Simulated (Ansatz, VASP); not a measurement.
Two plane-wave programs on TiC

Contents of INCAR:

```
SYSTEM = TiC
ALGO = Normal
EDIFF = 1E-6
ENCUT = 520
GGA = PE
ISIF = 2
ISMEAR = 0
LASPH = .TRUE.
LCHARG = .FALSE.
LREAL = .FALSE.
LWAVE = .FALSE.
NBANDS = 15
NELM = 80
PREC = Accurate
SIGMA = 0.1
```

File KPOINTS:

```
k-points
0
G
  16 16 16
  0 0 0
```

Contents of POSCAR:

```
TiC
1.0
    0.0000000000      2.1445263029      2.1445263029
    2.1445263029      0.0000000000      2.1445263029
    2.1445263029      2.1445263029      0.0000000000
Ti C
1 1
Direct
    0.0000000000      0.0000000000      0.0000000000
    0.5000000000      0.5000000000      0.5000000000
```

Input for Ansatz:

```yaml
crystal:
  lattice:
    - [0.0, 2.1445263029, 2.1445263029]
    - [2.1445263029, 0.0, 2.1445263029]
    - [2.1445263029, 2.1445263029, 0.0]
  atoms:
    - { symbol: Ti, position: [0.0, 0.0, 0.0] }
    - { symbol: C, position: [0.5, 0.5, 0.5] }
basis:
  ecutwfc: 420
kpoints:
  mp_grid: { grid: [16, 16, 16] }
hamiltonian:
  xc: pbe
scf:
  occupations: { method: gaussian, width: 0.1 }
output:
  forces: true
  stress: true
  eigenvalues: true
  write_density: true
  write_potential: true
  elf: true
  volumetric_format: npy
```

Alike in both runs: task single point; functional PBE; k mesh 16 × 16 × 16; occupations gaussian, width 0.1 eV; no spin polarisation.

```csv
,VASP,Ansatz
version,VASP 6.6.1,Ansatz 0.2.0
potentials or method,"VASP PAW PBE potentials, release 64 (Ti_sv, C), cutoff 520 eV","scalar-relativistic, plane waves, PAW"
valence electrons in the cell,16,16
```

|  | VASP | Ansatz | Ansatz less VASP |
| --- | --- | --- | --- |
| gap on the k mesh at the Fermi level (eV) | none | none | - |
| pressure (GPa) | 8.3 | 8.1 | -0.21 |

A gap of «none» marks a metal or a gap that the smearing closes. With one functional, cell and mesh, what is left measures potentials, basis and numerics.
